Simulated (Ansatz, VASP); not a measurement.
## Two plane-wave programs on MgO

File POSCAR:

```
MgO
1.0
    0.0000000000      2.1021086852      2.0390454246
    2.1021086852      0.0000000000      2.0390454246
    2.1021086852      2.1021086852      0.0000000000
Mg O
1 1
Direct
    0.0000000000      0.0000000000      0.0000000000
    0.5000000000      0.5000000000      0.5000000000
```

Contents of INCAR.step1:

```
PREC = Accurate
ENCUT = 920
ISMEAR = 0
SIGMA = 0.05
LREAL = False
LASPH = True
NELM = 120
NBANDS = 15
GGA = PE
ALGO = Normal
EDIFF = 1E-5
LWAVE = True
LCHARG = False
GGA_COMPAT = False
```

INCAR.step2

```
PREC = Accurate
ENCUT = 920
EDIFF = 1E-6
ISMEAR = 0
SIGMA = 0.05
LREAL = False
LASPH = True
NELM = 120
ALGO = Normal
ISIF = 2
LWAVE = False
LCHARG = False
METAGGA = R2SCAN
LMIXTAU = True
NBANDS = 15
ISTART = 1
GGA_COMPAT = False
```

The input KPOINTS:

```
regular mesh
0
Gamma
  10 10 10
```

Input for Ansatz:

```yaml
crystal:
  lattice:
    - [0.0, 2.1021086852, 2.0390454246]
    - [2.1021086852, 0.0, 2.0390454246]
    - [2.1021086852, 2.1021086852, 0.0]
  atoms:
    - { symbol: Mg, position: [0.0, 0.0, 0.0] }
    - { symbol: O, position: [0.5, 0.5, 0.5] }
basis:
  ecutwfc: 500
kpoints:
  mp_grid: { grid: [10, 10, 10] }
hamiltonian:
  xc: r2scan
scf:
  occupations: { method: gaussian, width: 0.05 }
output:
  forces: true
  stress: true
  eigenvalues: true
```

Change from the starting cell: strain -0.0300 x Voigt [0, 0, 1, 0, 0, 0], atoms carried along.

Alike in both runs: task single point; functional r2SCAN; k mesh 10 × 10 × 10; occupations gaussian, width 0.05 eV; no spin polarisation.

|  | VASP | Ansatz |
| --- | --- | --- |
| version | VASP 6.6.1 | Ansatz 0.2.0 |
| potentials or method | VASP PAW PBE potentials, release 64 (Mg_sv, O), cutoff 920 eV | scalar-relativistic, plane waves, PAW |
| valence electrons in the cell | 16 | 16 |

|  | VASP | Ansatz | Ansatz less VASP |
| --- | --- | --- | --- |
| gap on the k mesh at the Fermi level (eV) | 5.99 | 5.97 | -0.016 |
| least direct gap on the mesh (eV) | 5.99 | 5.97 | -0.016 |
| pressure (GPa) | 6.3 | 5.8 | -0.47 |
| traceless stress, the component that is largest in VASP (GPa) | 5.71 | 5.49 | -0.222 |

VASP's potentials were made for PBE, not for r2SCAN. The functional is the same, so the differences come from potentials, cutoffs and numerics.
